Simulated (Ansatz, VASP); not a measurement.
**Ga3Sb: VASP beside Ansatz**

File INCAR:

```
ALGO = Fast
EDIFF = 1E-7
ENCUT = 520
GGA = PE
ISIF = 2
ISMEAR = 0
LASPH = T
LCHARG = F
LREAL = F
LWAVE = F
NBANDS = 30
NELM = 60
PREC = Accurate
SIGMA = 0.15
```

The input KPOINTS:

```
k-points
0
Gamma
  14 14 14
```

The input POSCAR:

```
Ga3Sb
1.0
   -2.4856615847      2.0856700653      4.2203249441
    2.4856615847     -2.0856700653      4.2203249441
    2.4856615847      2.0856700653     -4.2203249441
Ga Sb
3 1
Direct
    0.7500000000      0.2500000000      0.5000000000
    0.2500000000      0.7500000000      0.5000000000
    0.5000000000      0.5000000000      0.0000000000
    0.0000000000      0.0000000000      0.0000000000
```

Input for Ansatz:

```yaml
crystal:
  lattice:
    - [-2.4856615847, 2.0856700653, 4.2203249441]
    - [2.4856615847, -2.0856700653, 4.2203249441]
    - [2.4856615847, 2.0856700653, -4.2203249441]
  atoms:
    - { symbol: Ga, position: [0.75, 0.25, 0.5] }
    - { symbol: Ga, position: [0.25, 0.75, 0.5] }
    - { symbol: Ga, position: [0.5, 0.5, 0.0] }
    - { symbol: Sb, position: [0.0, 0.0, 0.0] }
basis:
  ecutwfc: 420
kpoints:
  mp_grid: { grid: [14, 14, 14] }
hamiltonian:
  xc: pbe
scf:
  occupations: { method: gaussian, width: 0.15 }
output:
  forces: true
  stress: true
  eigenvalues: true
```

Change from the starting cell: strain +0.0875 x Voigt [1, -1, 0, 0, 0, 0], atoms carried along.

Alike in both runs: task single point; functional PBE; k mesh 14 × 14 × 14; occupations gaussian, width 0.15 eV; no spin polarisation.

```csv
,VASP,Ansatz
version,VASP 6.6.1,Ansatz 0.2.0
potentials or method,"VASP PAW PBE potentials, release 64 (Ga_d, Sb), cutoff 520 eV","scalar-relativistic, plane waves, PAW"
valence electrons in the cell,44,54
```

```csv
,VASP,Ansatz,Ansatz less VASP
gap on the k mesh at the Fermi level (eV),none,none,-
pressure (GPa),0.4,0.4,-0.03
"traceless stress, the component that is largest in VASP (GPa)",0.78,0.78,-0.008
rms of the force components (eV/Å),0.087,0.086,-0.0007
```

Atom by atom the forces differ by 0.001 eV/Å (rms over components). A gap of «none» marks a metal or a gap that the smearing closes. VASP's potentials hold 44 valence electrons a cell and Ansatz's 54, so a difference there can come from the potentials and not from the codes.

Spin-orbit coupling is off throughout.
